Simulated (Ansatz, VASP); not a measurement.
**Two plane-wave programs on YInC6N6**

```
CELL_PARAMETERS angstrom
0.00000 5.37350 5.37350
5.37350 0.00000 5.37350
5.37350 5.37350 0.00000
ATOMIC_POSITIONS crystal
Y 0.00000 0.00000 0.00000
In 0.50000 0.50000 0.50000
C 0.80404 0.19596 0.19596
C 0.19596 0.80404 0.19596
C 0.19596 0.19596 0.80404
C 0.19596 0.80404 0.80404
C 0.80404 0.19596 0.80404
C 0.80404 0.80404 0.19596
N 0.69517 0.30483 0.30483
N 0.30483 0.69517 0.30483
N 0.30483 0.30483 0.69517
N 0.30483 0.69517 0.69517
N 0.69517 0.30483 0.69517
N 0.69517 0.69517 0.30483
```

Alike in both runs: task single point; functional PBE; k mesh 4 × 4 × 4; occupations gaussian, width 0.1 eV; no spin polarisation.

|  | VASP | Ansatz |
| --- | --- | --- |
| version | VASP 6.6.1 | Ansatz 0.2.0 |
| potentials or method | VASP PAW PBE potentials, release 64 (Y_sv, In_d, C, N), cutoff 520 eV | scalar-relativistic, plane waves, PAW |
| valence electrons in the cell | 78 | 78 |

VASP gave:

```
gap on the k mesh at the Fermi level (eV) : 3.16
least direct gap on the mesh (eV)         : 3.30
pressure (GPa)                            : 17.7
rms of the force components (eV/Å)        : 2.261
```

Question: Which values does Ansatz return?

Answer: gap on the k mesh at the Fermi level (eV): 3.16; least direct gap on the mesh (eV): 3.30; pressure (GPa): 17.4; rms of the force components (eV/Å): 2.455.

Atom by atom the forces differ by 0.212 eV/Å (rms over components). With one functional, cell and mesh, what is left measures potentials, basis and numerics.

Noted on VASP's run: the standard files for N, O and F lose accuracy on very short bonds.
